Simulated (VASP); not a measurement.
Runs of VASP 6.6.1 on P2O (antifluorite type). The structure is that of space group Fm-3m (No. 225), or close to it. The cells are those of the table. 

| cell | gap on the mesh (eV) | pressure (GPa) |
| --- | --- | --- |
| a = 3.813 Å, angles 60.0°, 3 atoms | none | 1.9 |
| a = 3.787 Å, angles 60.0°, 3 atoms | none | 4.2 |
| a = 3.865 Å, angles 60.0°, 3 atoms | none | (a) |
| a = 3.761 Å, angles 60.0°, 3 atoms | none | 6.8 |
| a = 3.839 Å, angles 60.0°, 3 atoms | none | (b) |

Alike in all rows: task single point; level PBE; potentials or basis VASP PAW PBE potentials, release 64 (P, O); no spin polarisation; k mesh 18 × 18 × 18; cutoff (eV) 520; smearing fermi-dirac 0.0612256 eV.

Problem. Fill in the values left out.

Solution. (a) -2.1; (b) -0.2.

Caveats: the cell stands under pressure (at least some runs).

A gap of «none» marks levels without a gap at the run's occupations.
